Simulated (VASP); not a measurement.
A run of VASP 6.6.1:

File INCAR:

```
PREC = Accurate
ENCUT = 500
EDIFF = 1E-6
ISMEAR = 0
SIGMA = 0.15
LREAL = F
LASPH = T
NELM = 120
ALGO = Normal
ISIF = 2
LWAVE = F
LCHARG = F
GGA = PE
NBANDS = 8
GGA_COMPAT = F
```

Contents of KPOINTS:

```
Automatic mesh
0
Gamma
  20 20 20
```

Contents of POSCAR:

```
Al
1.0
   -1.5042845233      1.7307359569      1.6175102401
    1.5042845233     -1.7307359569      1.6175102401
    1.5042845233      1.7307359569     -1.6175102401
Al
1
Direct
    0.0000000000      0.0000000000      0.0000000000
```

Potentials or basis: VASP PAW PBE potentials, release 64 (Al).

Launch:

```sh
$ cat potpaw_PBE.64/Al/POTCAR > POTCAR
$ mpirun -np 1 vasp_std > vasp.out
```

Hardware: 1 thread of AMD EPYC 7R43 64-Core Processor (Zen 3), with other jobs on the host.

Q: How long does it take, and how much memory?

A: It took 91 s on 1 thread of AMD EPYC 7R43 64-Core Processor (Zen 3) (shared host), peak memory 0.18 GiB. Counts: scf iterations 10, k points 1166.
